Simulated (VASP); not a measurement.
Here is a VASP 6.6.1 calculation.

Contents of INCAR:

```
SYSTEM = Ta
ALGO = Normal
EDIFF = 1E-6
ENCUT = 520
GGA = CA
ISIF = 2
ISMEAR = -1
LASPH = .True.
LCHARG = .False.
LREAL = .False.
LWAVE = .False.
NBANDS = 12
NELM = 100
PREC = Accurate
SIGMA = 0.1
```

KPOINTS

```
k-points
0
Gamma
  16 16 16
  0 0 0
```

The input POSCAR:

```
Ta
1.0
    0.0000000000      1.9229002946      1.9229002946
    1.9229002946      0.0000000000      1.9229002946
    1.9229002946      1.9229002946      0.0000000000
Ta
1
Direct
    0.0000000000      0.0000000000      0.0000000000
```

Potentials or basis: VASP PAW LDA potentials, release 64 (Ta_pv).

The run is started by

```console
$ cat potpaw_LDA.64/Ta_pv/POTCAR > POTCAR
$ mpirun -np 1 vasp_std > vasp.out
```

Estimate the pressure.

72.1 GPa.
